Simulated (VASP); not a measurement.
# O (C2/m) in VASP: further runs

The runs below take O through single point, with r2SCAN, PBE.

All numbers are computed with VASP 6.6.1; they aren't measurements. Logs are shortened: lines on timing, memory, paths and dates and some standing lists are left out, and cuts for length are marked.

**1. The cell of the first run**

Symmetry: C2/m, No. 12, monoclinic system. The conventional cell has a = 5.703 Å, b = 3.325 Å, c = 4.363 Å, α = 90.00°, β = 123.29°, γ = 90.00°. O (site symmetry m) has 1 O at 1.22 Å within 1.6 Å.

**2. Single point, r2SCAN**

The input, POSCAR:

```
O
1.0
    2.8514028533     -1.6624159400      0.0000000000
    2.8514028533      1.6624159400      0.0000000000
   -2.3944914034      0.0000000000      3.6470501824
O
2
Direct
    0.9745461700      0.9745461700      0.8444259800
    0.0254538300      0.0254538300      0.1555740200
```

The input, INCAR.step1:

```
PREC = Accurate
ENCUT = 520
ISMEAR = -1
SIGMA = 0.05
LREAL = False
LASPH = True
NELM = 80
NBANDS = 13
GGA = PE
ALGO = Normal
EDIFF = 1E-4
LWAVE = True
LCHARG = False
```

The input, INCAR.step2:

```
PREC = Accurate
ENCUT = 520
EDIFF = 1E-6
ISMEAR = -1
SIGMA = 0.05
LREAL = False
LASPH = True
NELM = 80
ALGO = Normal
ISIF = 2
LWAVE = False
LCHARG = False
METAGGA = R2SCAN
LMIXTAU = True
NBANDS = 13
ISTART = 1
```

The input, KPOINTS:

```
regular mesh
0
Gamma
  10 10 7
```

Potentials or basis: VASP PAW PBE potentials, release 64 (O).

Started as:

```console
$ cat potpaw_PBE.64/O/POTCAR > POTCAR
$ cp INCAR.step1 INCAR
$ mpirun -np 1 vasp_std > vasp.out
$ cp INCAR.step2 INCAR
$ mpirun -np 1 vasp_std > vasp.out
```

OUTCAR:

```text
PREC = Accurate
   ENCUT = 520
   EDIFF = 1E-6
   ISMEAR = -1
   LREAL = False
   LASPH = True
   NELM = 80
   ISIF = 2
   METAGGA = R2SCAN
   ISTART = 1

 ion  position               nearest neighbor table
   1  0.975  0.975  0.844-   2 1.22
   2  0.025  0.025  0.156-   1 1.22

  LATTYP: Found a base centered monoclinic cell.
 ALAT       =     5.7028057066
 B/A-ratio  =     0.5830168607
 C/A-ratio  =     0.7650377976
 COS(beta)  =    -0.5488350190

  Lattice vectors:

 A1 = (   2.8514028533,  -1.6624159400,   0.0000000000)
 A2 = (   2.8514028533,   1.6624159400,   0.0000000000)
 A3 = (  -2.3944914034,   0.0000000000,   3.6470501824)

Analysis of symmetry for initial positions (statically):
=====================================================================
 Subroutine PRICEL returns:
 Original cell was already a primitive cell.

 Routine SETGRP: Setting up the symmetry group for a
 base centered monoclinic supercell.

 Subroutine GETGRP returns: Found  4 space group operations
 (whereof  4 operations were pure point group operations)
 out of a pool of  4 trial point group operations.

The static configuration has the point symmetry C_2h.

Analysis of symmetry for dynamics (positions and initial velocities):
=====================================================================
 Subroutine PRICEL returns:
 Original cell was already a primitive cell.

 Routine SETGRP: Setting up the symmetry group for a
 base centered monoclinic supercell.

 Subroutine GETGRP returns: Found  4 space group operations
 (whereof  4 operations were pure point group operations)
 out of a pool of  4 trial point group operations.

The dynamic configuration has the point symmetry C_2h.

 Subroutine INISYM returns: Found  4 space group operations
 (whereof  4 operations are pure point group operations),
 and found     1 'primitive' translations

----------------------------------------------------------------------------------------

                                     Primitive cell

  volume of cell :      34.5756

  direct lattice vectors                    reciprocal lattice vectors
     2.851402853 -1.662415940  0.000000000     0.175352283 -0.300767087  0.115128532
     2.851402853  1.662415940  0.000000000     0.175352283  0.300767087  0.115128532
    -2.394491403  0.000000000  3.647050182     0.000000000  0.000000000  0.274194198

  length of vectors
     3.300624939  3.300624939  4.362861918     0.366693118  0.366693118  0.274194198

  position of ions in fractional coordinates (direct lattice)
     0.974546170  0.974546170  0.844425980
     0.025453830  0.025453830  0.155574020

  ion indices of the primitive-cell ions
   primitive index   ion index
                 1           1
                 2           2

----------------------------------------------------------------------------------------

 KPOINTS: regular mesh

Automatic generation of k-mesh.
 Grid dimensions read from file:
 generate k-points for:   10   10    7

 Generating k-lattice:

  Cartesian coordinates                     Fractional coordinates (reciprocal lattice)
     0.017535228 -0.030076709  0.011512853     0.100000000  0.000000000  0.000000000
     0.017535228  0.030076709  0.011512853     0.000000000  0.100000000  0.000000000
     0.000000000  0.000000000  0.039170600     0.000000000  0.000000000  0.142857143

  Length of vectors
     0.036669312  0.036669312  0.039170600

  Shift w.r.t. Gamma in fractional coordinates (k-lattice)
     0.000000000  0.000000000  0.000000000

 Subroutine IBZKPT returns following result:
 ===========================================

 Found    196 irreducible k-points:

 Following reciprocal coordinates:
            Coordinates               Weight
  0.000000  0.000000  0.000000      1.000000
  0.100000 -0.000000  0.000000      4.000000
  0.200000 -0.000000  0.000000      4.000000
  0.300000  0.000000  0.000000      4.000000
  0.400000 -0.000000  0.000000      4.000000
  0.500000  0.000000  0.000000      2.000000
[... 16 lines left out ...]
  0.300000  0.300000 -0.000000      2.000000
  0.400000  0.300000  0.000000      4.000000
 [... further k-points ...]
   k-points           NKPTS =    196   k-points in BZ     NKDIM =    196   number of bands    NBANDS=     13
   number of dos      NEDOS =    301   number of ions     NIONS =      2
   total plane-waves  NPLWV =  25088
   dimension x,y,z NGX =    28 NGY =   28 NGZ =   32
   dimension x,y,z NGXF=    56 NGYF=   56 NGZF=   64
   ions per type =               2
   NGX,Y,Z   is equivalent  to a cutoff of  14.10, 14.10, 12.19 a.u.
   NGXF,Y,Z  is equivalent  to a cutoff of  28.21, 28.21, 24.39 a.u.
 SYSTEM =  unknown system
   PREC   = accura    normal or accurate (medium, high low for compatibility)
   ISTART =      1    job   : 0-new  1-cont  2-samecut
   ICHARG =      0    charge: 1-file 2-atom 10-const
   ISPIN  =      1    spin polarized calculation?
   LNONCOLLINEAR =      F non collinear calculations
   LSORBIT =      F    spin-orbit coupling
   LASPH  =      T    aspherical Exc in radial PAW
   ENCUT  =  520.0 eV  38.22 Ry    6.18 a.u.   6.14  6.14  8.11*2*pi/ulx,y,z
   NELM   =     80;   NELMIN=  2; NELMDL=  0     # of ELM steps
   EDIFF  = 0.1E-05   stopping-criterion for ELM
   LREAL  =      F    real-space projection
   EDIFFG = 0.1E-04   stopping-criterion for IOM
   NSW    =      0    number of steps for IOM
   IBRION =     -1    ionic relax: 0-MD 1-quasi-New 2-CG
   NFREE  =      0    steps in history (QN), initial steepest desc. (CG)
   ISIF   =      2    stress and relaxation
   ISYM   =      2    0-nonsym 1-usesym 2-fastsym
   POTIM  = 0.5000    time-step for ionic-motion
   TEBEG  =    0.0;   TEEND  =   0.0 temperature during run
   PSTRESS=    0.0 pullay stress
   NELECT =      12.0000    total number of electrons
   NUPDOWN=      -1.0000    fix difference up-down
   EMIN   =  10.00;   EMAX   =-10.00  energy-range for DOS
[... 5 lines left out ...]
     AMIX     =   0.40;   BMIX     =  1.00
     AMIX_MAG =   1.60;   BMIX_MAG =  1.00
  volume/ion in A,a.u.               =      17.29       116.66
  Fermi-wavevector in a.u.,A,eV,Ry     =   1.150479  2.174089 18.008688  1.323601
  Thomas-Fermi vector in A             =   2.287142
   LORBIT       =      0    0 simple, 1 ext, 2 COOP (PROOUT), +10 PAW based schemes
   METAGGA = R2SCAN    functional components
   LHFCALC =     F    Hartree Fock is set to
   AEXX    =    0.0000 exact exchange contribution
   IVDW    =     0    specifies the selected vdW correction
   LEPSILON=     F    determine dielectric tensor
   LRPA    =     F    only Hartree local field effects (RPA)
 non-spin polarized calculation
  energy-cutoff  :      520.00
  volume of cell :       34.58
 maximum number of plane-waves:       948
 NGX is ok and might be reduce to    28
   NGX = 13   NGY = 13   NGZ = 17

 number of electron      11.9999999 magnetization

 Free energy of the ion-electron system (eV)
  ---------------------------------------------------
  ext. energy  EPLUGINS =         0.00000000
  ---------------------------------------------------
  free energy    TOTEN  =       -10.57062103 eV

  energy without entropy =      -10.51848009  energy(sigma->0) =      -10.54455056

 E-fermi :  -2.1633     XC(G=0):  -7.7653

 val. band max:       -2.1676368109   @ k =   0.4000   0.3000   0.0000
 cond. band min:      -2.1628144380   @ k =  -0.2000   0.2000   0.0000
 fundamental gap:      0.0048223729
 Fermi energy:        -2.1632654538

 k-point     1 :       0.0000    0.0000    0.0000
  band No.  band energies     occupation
      1     -30.0086      2.00000
      2     -16.9226      2.00000
      3     -10.2482      2.00000
      4      -8.7173      2.00000
      5      -8.6788      2.00000
      6      -2.2620      1.75620
      7      -1.9743      0.04466
      8       5.1459      0.00000
      9       9.0393      0.00000
     10      12.9871      0.00000
     11      14.1083      0.00000
     12      17.0041      0.00000
     13      18.0002      0.00000

 k-point     2 :       0.1000   -0.0000    0.0000
  band No.  band energies     occupation
      1     -29.9982      2.00000
      2     -16.9258      2.00000
      3     -10.2308      2.00000
      4      -8.7917      2.00000
      5      -8.7014      2.00000
      6      -2.2475      1.68692
      7      -2.0132      0.09472
      8       5.3682      0.00000
      9       9.0275      0.00000
     10      12.6808      0.00000
     11      14.5758      0.00000
     12      16.0860      0.00000
     13      17.6299      0.00000

 k-point     3 :       0.2000   -0.0000    0.0000
  band No.  band energies     occupation
      1     -29.9710      2.00000
      2     -16.9336      2.00000
      3     -10.1803      2.00000
      4      -9.0056      2.00000
      5      -8.7417      2.00000
      6      -2.2333      1.60434
      7      -2.0906      0.37902
      8       5.9880      0.00000
      9       8.9976      0.00000
     10      12.3883      0.00000
     11      13.9858      0.00000
     12      16.0156      0.00000
     13      16.4937      0.00000
[... 305 lines left out ...]
 k-point    23 :       0.3000    0.3000   -0.0000
  band No.  band energies     occupation
      1     -29.9215      2.00000
      2     -17.0653      2.00000
      3     -10.0348      2.00000
      4      -9.1444      2.00000
      5      -8.9440      2.00000
      6      -2.1686      1.05366
      7      -1.8539      0.00410
      8       7.1265      0.00000
      9       8.9316      0.00000
     10      10.2548      0.00000
     11      12.9216      0.00000
     12      14.8412      0.00000
     13      16.9196      0.00000

 k-point    24 :       0.4000    0.3000    0.0000
  band No.  band energies     occupation
      1     -29.9010      2.00000
      2     -17.0832      2.00000
      3      -9.9416      2.00000
      4      -9.2957      2.00000
      5      -9.0135      2.00000
      6      -2.1676      1.04369
      7      -1.8729      0.00599
      8       7.6947      0.00000
      9       8.9828      0.00000
     10      10.2825      0.00000
     11      12.0155      0.00000
     12      14.3352      0.00000
     13      16.8647      0.00000

 [... further k-points ...]
[... 5 lines left out ...]
  --------------------------------------------------------------------------------------
  -------------------------------------------------------------------------------------
  Total       -0.2458982     -1.0041228     -0.4570691      0.0000000      0.0000000      0.0763187
  in kB      -11.3945179    -46.5293939    -21.1798280      0.0000000      0.0000000      3.5364819
  external PRESSURE =     -26.3679132 kB  Pullay stress =       0.0000000 kB

 VOLUME and BASIS-vectors are now :
 -----------------------------------------------------------------------------
  energy-cutoff  :      520.00
  volume of cell :       34.58
      direct lattice vectors                 reciprocal lattice vectors
     2.851402853 -1.662415940  0.000000000     0.175352283 -0.300767087  0.115128532
     2.851402853  1.662415940  0.000000000     0.175352283  0.300767087  0.115128532
    -2.394491403  0.000000000  3.647050182     0.000000000  0.000000000  0.274194198

 POSITION                                       TOTAL-FORCE (eV/Angst)
 -----------------------------------------------------------------------------------
      3.53568      0.00000      3.07966        -0.053164      0.000000     -0.290768
     -0.22736      0.00000      0.56739         0.053164      0.000000      0.290768
 -----------------------------------------------------------------------------------
    total drift:                                0.000000      0.000000      0.000000

  FREE ENERGIE OF THE ION-ELECTRON SYSTEM (eV)
  ---------------------------------------------------
  free  energy   TOTEN  =       -10.5706210289 eV

  energy  without entropy=      -10.5184800892  energy(sigma->0) =      -10.54455056
```

Run time: 4.6 min. Hardware: 1 thread of Intel Xeon Platinum 8259CL at 2.50GHz (Skylake/Cascade Lake), shared host; peak memory 0.2 GiB.

Results:

- Free energy: -10.5706 eV
- Pressure: -2.6 GPa
- Largest force: 0.296 eV/Å
- Band gap on the k mesh: zero (band 6 reaches -2.03 eV, above the bottom of band 7 at -2.31 eV)

Forces in eV/Å, atoms in the order of the input:
```
O   -0.053  0.000 -0.291
O    0.053  0.000  0.291
```

Stress tensor (GPa, compression positive):
```
-1.14  0.00  0.35
 0.00 -4.65  0.00
 0.35  0.00 -2.12
```

Caveat: the standard files for N, O and F lose accuracy on very short bonds; spin is off for a triplet molecule; the PAW data sets were made with another functional, which shifts forces and pressure a little.

**3. Single point, r2SCAN**

This run uses another cell than the first one, of 17.63 Å³/atom, 1.020 times its volume.

The input, POSCAR:

```
O
1.0
    2.8702868662     -1.6734256379      0.0000000000
    2.8702868662      1.6734256379      0.0000000000
   -2.4103494245      0.0000000000      3.6712035365
O
2
Direct
    0.9745461700      0.9745461700      0.8444259800
    0.0254538300      0.0254538300      0.1555740200
```

The input, INCAR.step1:

```
SYSTEM = O
PREC     = Accurate       ! precision mode
ENCUT    = 520            ! plane-wave cutoff, eV
ISMEAR   = -1             ! smearing method
SIGMA    = 0.05           ! smearing width, eV
LREAL    = .False.        ! projectors in reciprocal space
LASPH    = .True.         ! aspherical terms in the spheres
NELM     = 100            ! most SCF steps
NBANDS   = 13             ! bands
GGA      = PE             ! functional
ALGO     = Normal         ! electronic algorithm
EDIFF    = 1E-4           ! SCF threshold, eV
LWAVE    = .True.         ! write WAVECAR
LCHARG   = .False.        ! write CHGCAR
```

The input, INCAR.step2:

```
SYSTEM = O
PREC     = Accurate       ! precision mode
ENCUT    = 520            ! plane-wave cutoff, eV
EDIFF    = 1E-6           ! SCF threshold, eV
ISMEAR   = -1             ! smearing method
SIGMA    = 0.05           ! smearing width, eV
LREAL    = .False.        ! projectors in reciprocal space
LASPH    = .True.         ! aspherical terms in the spheres
NELM     = 100            ! most SCF steps
ALGO     = Normal         ! electronic algorithm
ISIF     = 2              ! what is computed and relaxed
LWAVE    = .False.        ! write WAVECAR
LCHARG   = .False.        ! write CHGCAR
METAGGA  = R2SCAN         ! meta-GGA
LMIXTAU  = .True.       
NBANDS   = 13             ! bands
ISTART   = 1
```

The input, KPOINTS:

```
Automatic mesh
0
Gamma
  10 10 7
  0 0 0
```

Potentials or basis: VASP PAW PBE potentials, release 64 (O).

Started as:

```console
$ cat potpaw_PBE.64/O/POTCAR > POTCAR
$ cp INCAR.step1 INCAR
$ mpirun -np 1 vasp_std > vasp.out
$ cp INCAR.step2 INCAR
$ mpirun -np 1 vasp_std > vasp.out
```

Run time: 5.4 min. Hardware: 1 thread of Intel Xeon Platinum 8259CL at 2.50GHz (Skylake/Cascade Lake), shared host; peak memory 0.21 GiB.

Results (log left out):

```
Free energy            : -10.5583 eV
Pressure               : -3.7 GPa
Largest force          : 0.387 eV/Å
Band gap on the k mesh : zero (band 6 reaches -2.18 eV, above the bottom of band 7 at -2.45 eV)
```

Forces in eV/Å, atoms in the order of the input:
```
O   -0.272  0.000  0.275
O    0.272  0.000 -0.275
```

Stress tensor (GPa, compression positive):
```
-1.61  0.00  1.47
 0.00 -4.46  0.00
 1.47  0.00 -4.95
```

Levels at points of the mesh, in eV from the Fermi level:
| k point | band 3 | band 4 | band 5 | band 6 | band 7 | band 8 | band 9 | band 10 |
| --- | --- | --- | --- | --- | --- | --- | --- | --- |
| (0.00, 0.00, 0.00) | -7.97 | -6.43 | -6.39 | -0.09 | 0.18 | 7.29 | 10.95 | 15.10 |
| (0.50, 0.00, 0.00) | -7.52 | -7.50 | -6.55 | -0.27 | 0.12 | 10.36 | 11.32 | 12.01 |
| (0.50, 0.50, 0.00) | -7.41 | -7.31 | -6.76 | -0.01 | 0.36 | 10.27 | 11.26 | 12.26 |

Caveat: the standard files for N, O and F lose accuracy on very short bonds; spin is off for a triplet molecule; the PAW data sets were made with another functional, which shifts forces and pressure a little.

**4. Single point, r2SCAN**

This run uses another cell than the first one, of 17.98 Å³/atom, 1.040 times its volume.

The input, POSCAR:

```
O
1.0
    2.8889256149     -1.6842923427      0.0000000000
    2.8889256149      1.6842923427      0.0000000000
   -2.4260014827      0.0000000000      3.6950431885
O
2
Direct
    0.9745461700      0.9745461700      0.8444259800
    0.0254538300      0.0254538300      0.1555740200
```

The input, INCAR.step1:

```
PREC = Accurate
ENCUT = 520
ISMEAR = -1
SIGMA = 0.05
LREAL = F
LASPH = T
NELM = 60
NBANDS = 13
GGA = PE
ALGO = Normal
EDIFF = 1E-4
LWAVE = T
LCHARG = F
```

The input, INCAR.step2:

```
PREC = Accurate
ENCUT = 520
EDIFF = 1E-6
ISMEAR = -1
SIGMA = 0.05
LREAL = F
LASPH = T
NELM = 60
ALGO = Normal
ISIF = 2
LWAVE = F
LCHARG = F
METAGGA = R2SCAN
LMIXTAU = T
NBANDS = 13
ISTART = 1
```

The input, KPOINTS:

```
regular mesh
0
Gamma
  10 10 7
```

Started as:

```console
$ cat potpaw_PBE.64/O/POTCAR > POTCAR
$ cp INCAR.step1 INCAR
$ mpirun -np 1 vasp_std > vasp.out
$ cp INCAR.step2 INCAR
$ mpirun -np 1 vasp_std > vasp.out
```

Wall time 6.7 min (1 thread of Intel Xeon Platinum 8259CL at 2.50GHz (Skylake/Cascade Lake), shared host); peak memory 0.21 GiB.

The run converged. Its results:

```
Free energy            : -10.5417 eV
Pressure               : -4.6 GPa
Largest force          : 0.931 eV/Å
Band gap on the k mesh : zero (band 6 reaches -2.32 eV, above the bottom of band 7 at -2.58 eV)
```

Forces in eV/Å, atoms in the order of the input:
```
O   -0.476  0.000  0.800
O    0.476  0.000 -0.800
```

Stress tensor (GPa, compression positive):
```
-2.04  0.00  2.48
 0.00 -4.28  0.00
 2.48  0.00 -7.51
```

Levels at points of the mesh, in eV from the Fermi level:
| k point | band 2 | band 3 | band 4 | band 5 | band 6 | band 7 | band 8 | band 9 | band 10 | band 11 |
| --- | --- | --- | --- | --- | --- | --- | --- | --- | --- | --- |
| (0.00, 0.00, 0.00) | -14.78 | -7.85 | -6.30 | -6.27 | -0.09 | 0.17 | 7.27 | 10.71 | 15.04 | 16.10 |
| (0.50, 0.00, 0.00) | -14.80 | -7.42 | -7.34 | -6.42 | -0.26 | 0.12 | 10.22 | 11.20 | 11.97 | 15.74 |
| (0.50, 0.50, 0.00) | -14.97 | -7.25 | -7.23 | -6.63 | -0.01 | 0.35 | 10.06 | 11.26 | 12.24 | 13.09 |

Caveat: the standard files for N, O and F lose accuracy on very short bonds; spin is off for a triplet molecule; the PAW data sets were made with another functional, which shifts forces and pressure a little.

[end of part 1 of 2]
